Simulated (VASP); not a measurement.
# MoS2 (R-3m) in VASP: a series of runs

Runs on MoS2. Level: PBE+D3(BJ). Tasks: single point.

All numbers are computed with VASP 6.6.1; they aren't measurements. Logs are shortened: lines on timing, memory, paths and dates and some standing lists are left out, and cuts for length are marked.

### 1 The cell of the first run

It takes space group R-3m (No. 166, trigonal). The conventional cell has a = 3.375 Å, b = 3.375 Å, c = 15.406 Å, α = 90.00°, β = 90.00°, γ = 120.00°. Within 3.2 Å of Mo (site symmetry -3m) lie 6 S at 2.39 Å. Within 3.2 Å of S (site symmetry 3m) lie 3 Mo at 2.39 Å and 3 S at 3.07 Å.

### 2 Single point, PBE+D3(BJ)

The input, INCAR:

```
SYSTEM = MoS2
  ALGO = Normal
  EDIFF = 1E-6
  ENCUT = 500
  GGA = PE
  GGA_COMPAT = .False.
  ISIF = 2
  ISMEAR = 0
  IVDW = 12
  LASPH = .True.
  LCHARG = .True.
  LELF = .True.
  LREAL = .False.
  LVHAR = .True.
  LWAVE = .False.
  NBANDS = 20
  NELM = 120
  PREC = Accurate
  SIGMA = 0.15
```

The input, KPOINTS:

```
k-points
0
Gamma
  27 27 27
  0 0 0
```

The input, POSCAR:

```
MoS2
1.0
    1.6877075002      0.9743983796      5.1352255127
   -1.6877075002      0.9743983796      5.1352255127
    0.0000000000     -1.9487967591      5.1352255127
Mo S
1 2
Direct
    0.0000000000      0.0000000000      0.0000000000
    0.7563304588      0.7563304588      0.7563304588
    0.2436695412      0.2436695412      0.2436695412
```

Potentials or basis: VASP PAW PBE potentials, release 64 (Mo_sv, S).

Run with:

```
$ cat potpaw_PBE.64/Mo_sv/POTCAR potpaw_PBE.64/S/POTCAR > POTCAR
$ mpirun -np 1 vasp_std > vasp.out
```

OUTCAR:

```text
SYSTEM = MoS2
   EDIFF = 1E-6
   ENCUT = 500
   GGA = PE
   ISIF = 2
   ISMEAR = 0
   IVDW = 12
   LASPH = .True.
   LREAL = .False.
   NELM = 120
   PREC = Accurate
 IVDW          = 12

 ion  position               nearest neighbor table
   1  0.000  0.000  0.000-   2 2.39   2 2.39   3 2.39   3 2.39   2 2.39   3 2.39
   2  0.756  0.756  0.756-   1 2.39   1 2.39   1 2.39
   3  0.244  0.244  0.244-   1 2.39   1 2.39   1 2.39

  LATTYP: Found a trigonal (rhomboedric) cell.
 ALAT       =     5.4925722457
 COS(alpha) =     0.8111692142

  Lattice vectors:

 A1 = (   1.6877075002,   0.9743983796,   5.1352255127)
 A2 = (  -1.6877075002,   0.9743983796,   5.1352255127)
 A3 = (   0.0000000000,  -1.9487967591,   5.1352255127)

Analysis of symmetry for initial positions (statically):
=====================================================================
 Subroutine PRICEL returns:
 Original cell was already a primitive cell.

 Routine SETGRP: Setting up the symmetry group for a
 trigonal (rhombohedral) supercell.

 Subroutine GETGRP returns: Found 12 space group operations
 (whereof 12 operations were pure point group operations)
 out of a pool of 12 trial point group operations.

The static configuration has the point symmetry D_3d.

Analysis of symmetry for dynamics (positions and initial velocities):
=====================================================================
 Subroutine PRICEL returns:
 Original cell was already a primitive cell.

 Routine SETGRP: Setting up the symmetry group for a
 trigonal (rhombohedral) supercell.

 Subroutine GETGRP returns: Found 12 space group operations
 (whereof 12 operations were pure point group operations)
 out of a pool of 12 trial point group operations.

The dynamic configuration has the point symmetry D_3d.

 Subroutine INISYM returns: Found 12 space group operations
 (whereof 12 operations are pure point group operations),
 and found     1 'primitive' translations

----------------------------------------------------------------------------------------

                                     Primitive cell

  volume of cell :      50.6693

  direct lattice vectors                    reciprocal lattice vectors
     1.687707500  0.974398380  5.135225513     0.296259867  0.171045714  0.064911138
    -1.687707500  0.974398380  5.135225513    -0.296259867  0.171045714  0.064911138
     0.000000000 -1.948796759  5.135225513     0.000000000 -0.342091428  0.064911138

  length of vectors
     5.492572246  5.492572246  5.492572246     0.348195349  0.348195349  0.348195349

  position of ions in fractional coordinates (direct lattice)
     0.000000000  0.000000000  0.000000000
     0.756330459  0.756330459  0.756330459
     0.243669541  0.243669541  0.243669541

  ion indices of the primitive-cell ions
   primitive index   ion index
                 1           1
                 2           2
                 3           3

----------------------------------------------------------------------------------------

 KPOINTS: k-points

Automatic generation of k-mesh.
 Grid dimensions read from file:
 generate k-points for:   27   27   27

 Generating k-lattice:

  Cartesian coordinates                     Fractional coordinates (reciprocal lattice)
     0.010972588  0.006335026  0.002404116     0.037037037  0.000000000  0.000000000
    -0.010972588  0.006335026  0.002404116     0.000000000  0.037037037  0.000000000
     0.000000000 -0.012670053  0.002404116    -0.000000000 -0.000000000  0.037037037

  Length of vectors
     0.012896124  0.012896124  0.012896124

  Shift w.r.t. Gamma in fractional coordinates (k-lattice)
     0.000000000  0.000000000  0.000000000

 Subroutine IBZKPT returns following result:
 ===========================================

 Found   1834 irreducible k-points:

 Following reciprocal coordinates:
            Coordinates               Weight
  0.000000  0.000000  0.000000      1.000000
  0.037037  0.000000  0.000000      6.000000
  0.074074  0.000000  0.000000      6.000000
  0.111111  0.000000  0.000000      6.000000
  0.148148 -0.000000  0.000000      6.000000
  0.185185  0.000000  0.000000      6.000000
[... 16 lines left out ...]
  0.333333  0.037037  0.000000     12.000000
  0.370370  0.037037  0.000000     12.000000
 [... further k-points ...]
   k-points           NKPTS =   1834   k-points in BZ     NKDIM =   1834   number of bands    NBANDS=     20
   number of dos      NEDOS =    301   number of ions     NIONS =      3
   total plane-waves  NPLWV =  64000
   dimension x,y,z NGX =    40 NGY =   40 NGZ =   40
   dimension x,y,z NGXF=    80 NGYF=   80 NGZF=   80
   ions per type =               1   2
   NGX,Y,Z   is equivalent  to a cutoff of  12.11, 12.11, 12.11 a.u.
   NGXF,Y,Z  is equivalent  to a cutoff of  24.21, 24.21, 24.21 a.u.
 SYSTEM =  MoS2
   PREC   = accura    normal or accurate (medium, high low for compatibility)
   ISTART =      0    job   : 0-new  1-cont  2-samecut
   ICHARG =      2    charge: 1-file 2-atom 10-const
   ISPIN  =      1    spin polarized calculation?
   LNONCOLLINEAR =      F non collinear calculations
   LSORBIT =      F    spin-orbit coupling
   LASPH  =      T    aspherical Exc in radial PAW
   ENCUT  =  500.0 eV  36.75 Ry    6.06 a.u.  10.01 10.01 10.01*2*pi/ulx,y,z
   NELM   =    120;   NELMIN=  2; NELMDL= -5     # of ELM steps
   EDIFF  = 0.1E-05   stopping-criterion for ELM
   LREAL  =      F    real-space projection
   EDIFFG = 0.1E-04   stopping-criterion for IOM
   NSW    =      0    number of steps for IOM
   IBRION =     -1    ionic relax: 0-MD 1-quasi-New 2-CG
   NFREE  =      0    steps in history (QN), initial steepest desc. (CG)
   ISIF   =      2    stress and relaxation
   ISYM   =      2    0-nonsym 1-usesym 2-fastsym
   POTIM  = 0.5000    time-step for ionic-motion
   TEBEG  =    0.0;   TEEND  =   0.0 temperature during run
   PSTRESS=    0.0 pullay stress
   NELECT =      26.0000    total number of electrons
   NUPDOWN=      -1.0000    fix difference up-down
   EMIN   =  10.00;   EMAX   =-10.00  energy-range for DOS
   EFERMI =   0.00;   METHOD = LEGACY
   ISMEAR =     0;   SIGMA  =   0.15  broadening in eV -4-tet -1-fermi 0-gaus
   EFERMI_NEDOS =   21; number of points for ismear=-14 and -15
   IALGO  =     38    algorithm
   IMIX   =      4    mixing-type and parameters
     AMIX     =   0.40;   BMIX     =  1.00
     AMIX_MAG =   1.60;   BMIX_MAG =  1.00
  volume/ion in A,a.u.               =      16.89       113.98
  Fermi-wavevector in a.u.,A,eV,Ry     =   1.310643  2.476756 23.371888  1.717785
  Thomas-Fermi vector in A             =   2.441159
   LORBIT       =      0    0 simple, 1 ext, 2 COOP (PROOUT), +10 PAW based schemes
   GGA     = PE    functional components
   LHFCALC =     F    Hartree Fock is set to
   AEXX    =    0.0000 exact exchange contribution
   IVDW    =    12    specifies the selected vdW correction
   LEPSILON=     F    determine dielectric tensor
   LRPA    =     F    only Hartree local field effects (RPA)
 non-spin polarized calculation
 Gauss-broadening in eV      SIGMA  =   0.15
  energy-cutoff  :      500.00
  volume of cell :       50.67
 maximum number of plane-waves:      1308
   NGX = 21   NGY = 21   NGZ = 21

 number of electron      26.0000000 magnetization

 Free energy of the ion-electron system (eV)
  ---------------------------------------------------
  ext. energy  EPLUGINS =         0.00000000
  ---------------------------------------------------
  free energy    TOTEN  =       -20.37848534 eV

  energy without entropy =      -20.35964539  energy(sigma->0) =      -20.36906536

 E-fermi :   8.3304     XC(G=0): -11.2088

 val. band max:        8.3293322124   @ k =  -0.4074   0.1852  -0.0000
 cond. band min:       8.3309619831   @ k =  -0.2222   0.4444   0.0741
 fundamental gap:      0.0016297707
 Fermi energy:         8.3304084984

 k-point     1 :       0.0000    0.0000    0.0000
  band No.  band energies     occupation
      1     -53.3442      2.00000
      2     -27.4592      2.00000
      3     -27.4592      2.00000
      4     -27.3015      2.00000
      5      -6.7701      2.00000
      6      -4.1108      2.00000
[... 12 lines left out ...]
     19      15.3664      0.00000
     20      16.9661      0.00000

 k-point     2 :       0.0370    0.0000    0.0000
  band No.  band energies     occupation
      1     -53.3440      2.00000
      2     -27.4623      2.00000
      3     -27.4599      2.00000
      4     -27.3009      2.00000
      5      -6.7501      2.00000
      6      -4.1184      2.00000
[... 12 lines left out ...]
     19      15.4484      0.00000
     20      16.9314      0.00000

 k-point     3 :       0.0741    0.0000    0.0000
  band No.  band energies     occupation
      1     -53.3433      2.00000
      2     -27.4714      2.00000
      3     -27.4620      2.00000
      4     -27.2991      2.00000
      5      -6.6907      2.00000
      6      -4.1403      2.00000
[... 12 lines left out ...]
     19      15.6885      0.00000
     20      16.8500      0.00000

 k-point     4 :       0.1111    0.0000    0.0000
  band No.  band energies     occupation
      1     -53.3421      2.00000
      2     -27.4859      2.00000
      3     -27.4653      2.00000
      4     -27.2963      2.00000
      5      -6.5939      2.00000
      6      -4.1743      2.00000
[... 12 lines left out ...]
     19      16.0670      0.00000
     20      16.7821      0.00000

 k-point     5 :       0.1481   -0.0000    0.0000
  band No.  band energies     occupation
      1     -53.3406      2.00000
      2     -27.5051      2.00000
      3     -27.4697      2.00000
      4     -27.2926      2.00000
      5      -6.4629      2.00000
      6      -4.2167      2.00000
[... 12 lines left out ...]
     19      16.5434      0.00000
     20      16.8021      0.00000
[... 353 lines left out ...]
      6      -4.3430      2.00000
[... 12 lines left out ...]
     19      17.3603      0.00000
     20      17.6072      0.00000

 k-point    22 :       0.2963    0.0370    0.0000
  band No.  band energies     occupation
      1     -53.3334      2.00000
      2     -27.5924      2.00000
      3     -27.4910      2.00000
      4     -27.2753      2.00000
      5      -5.8071      2.00000
      6      -4.3687      2.00000
[... 12 lines left out ...]
     19      17.4635      0.00000
     20      17.9563      0.00000

 k-point    23 :       0.3333    0.0370    0.0000
  band No.  band energies     occupation
      1     -53.3314      2.00000
      2     -27.6168      2.00000
      3     -27.4969      2.00000
      4     -27.2704      2.00000
      5      -5.6211      2.00000
      6      -4.3746      2.00000
[... 12 lines left out ...]
     19      17.3678      0.00000
     20      18.0254      0.00000

 k-point    24 :       0.3704    0.0370    0.0000
  band No.  band energies     occupation
      1     -53.3296      2.00000
      2     -27.6388      2.00000
      3     -27.5022      2.00000
      4     -27.2660      2.00000
      5      -5.4604      2.00000
      6      -4.3552      2.00000
[... 12 lines left out ...]
     19      17.2260      0.00000
     20      17.5235      0.00000

 [... further k-points ...]

------------------------ aborting loop because EDIFF is reached ----------------------------------------

 Edisp (eV)   -1.35482

 E8    (eV) :    -0.5480

  FORCE on cell =-STRESS in cart. coord.  units (eV):
  Direction    XX          YY          ZZ          XY          YZ          ZX
  --------------------------------------------------------------------------------------
  -------------------------------------------------------------------------------------
  Total      -0.96373    -0.96373     6.12068     0.00000     0.00000     0.00000
  in kB     -30.47337   -30.47337   193.53772     0.00000     0.00000     0.00000
  external pressure =       44.20 kB  Pullay stress =        0.00 kB

 VOLUME and BASIS-vectors are now :
 -----------------------------------------------------------------------------
  energy-cutoff  :      500.00
  volume of cell :       50.67
      direct lattice vectors                 reciprocal lattice vectors
     1.687707500  0.974398380  5.135225513     0.296259867  0.171045714  0.064911138
    -1.687707500  0.974398380  5.135225513    -0.296259867  0.171045714  0.064911138
     0.000000000 -1.948796759  5.135225513     0.000000000 -0.342091428  0.064911138

 POSITION                                       TOTAL-FORCE (eV/Angst)
 -----------------------------------------------------------------------------------
      0.00000      0.00000      0.00000         0.000000      0.000000      0.000000
      0.00000      0.00000     11.65178         0.000000      0.000000      0.754980
      0.00000      0.00000      3.75389         0.000000     -0.000000     -0.754980
 -----------------------------------------------------------------------------------
    total drift:                                0.000000      0.000000     -0.000000

  FREE ENERGIE OF THE ION-ELECTRON SYSTEM (eV)
  ---------------------------------------------------
  free  energy   TOTEN  =       -21.7333071259 eV

  energy  without entropy=      -21.7144671753  energy(sigma->0) =      -21.72388715
```

It took 21 min on 1 thread of Intel Xeon 6975P-C (Granite Rapids), shared host; peak memory 1.5 GiB.

What came out:

- Free energy: -21.7333 eV
- Pressure: 4.4 GPa
- Largest force: 0.755 eV/Å
- Band gap on the k mesh: zero (bands 13 and 14 overlap by 1.21 eV)
- Dispersion energy per atom: -0.452 eV

Forces on the atoms (eV/Å):
```
Mo   0.000  0.000  0.000
S    0.000  0.000  0.755
S    0.000  0.000 -0.755
```

Stress tensor (GPa, compression positive):
```
-3.05  0.00  0.00
 0.00 -3.05  0.00
 0.00  0.00 19.35
```

Caveat: the stress differs along the axes, from -3 to 19 GPa.

### 3 Single point, PBE+D3(BJ)

This run uses another cell than the first one, of the same volume but with other edges.

The input, INCAR:

```
SYSTEM = MoS2
ALGO = Normal
EDIFF = 1E-6
ENCUT = 520
GGA = PE
ISIF = 2
ISMEAR = 0
IVDW = 12
LASPH = .True.
LCHARG = .False.
LREAL = .False.
LWAVE = .False.
NBANDS = 20
NELM = 100
PREC = Accurate
SIGMA = 0.15
```

The input, KPOINTS:

```
k-points
0
Gamma
  18 18 18
  0 0 0
```

The input, POSCAR:

```
MoS2
1.0
    1.5177361590      0.8762653800      6.3498186067
   -1.5177361590      0.8762653800      6.3498186067
    0.0000000000     -1.7525307600      6.3498186067
Mo S
1 2
Direct
    0.0000000000      0.0000000000      0.0000000000
    0.7563304588      0.7563304588      0.7563304588
    0.2436695412      0.2436695412      0.2436695412
```

Potentials or basis: VASP PAW PBE potentials, release 64 (Mo_sv, S).

Run with:

```
$ cat potpaw_PBE.64/Mo_sv/POTCAR potpaw_PBE.64/S/POTCAR > POTCAR
$ mpirun -np 1 vasp_std > vasp.out
```

Run time: 34 min. Hardware: 1 thread of Intel Xeon Platinum 8259CL at 2.50GHz (Skylake/Cascade Lake), shared host; peak memory 0.75 GiB.

It converged, with:

```
Free energy                : -22.1698 eV
Pressure                   : -1.8 GPa
Largest force              : 0.879 eV/Å
Band gap on the k mesh     : zero (bands 13 and 14 overlap by 0.45 eV)
Dispersion energy per atom : -0.449 eV
```

Forces in eV/Å, atoms in the order of the input:
```
Mo   0.000  0.000  0.000
S    0.000  0.000 -0.879
S    0.000  0.000  0.879
```

Stress tensor (GPa, compression positive):
```
  2.89   0.00   0.00
  0.00   2.89   0.00
  0.00   0.00 -11.09
```

Levels at points of the mesh, in eV from the Fermi level:
```tsv
k point	band 10	band 11	band 12	band 13	band 14	band 15	band 16	band 17
(0.00, 0.00, 0.00)	-2.11	-1.97	-0.39	-0.39	0.70	0.70	3.28	3.28
(0.50, 0.00, 0.00)	-3.38	-2.54	-2.34	-0.82	2.03	2.16	3.15	3.97
(0.50, 0.50, 0.00)	-3.29	-2.80	-2.64	-1.11	1.89	2.03	3.63	4.68
(0.50, 0.50, 0.50)	-2.90	-0.75	-0.37	-0.37	0.57	0.57	3.42	3.42
```

Caveat: the stress differs along the axes, from -11 to 3 GPa.
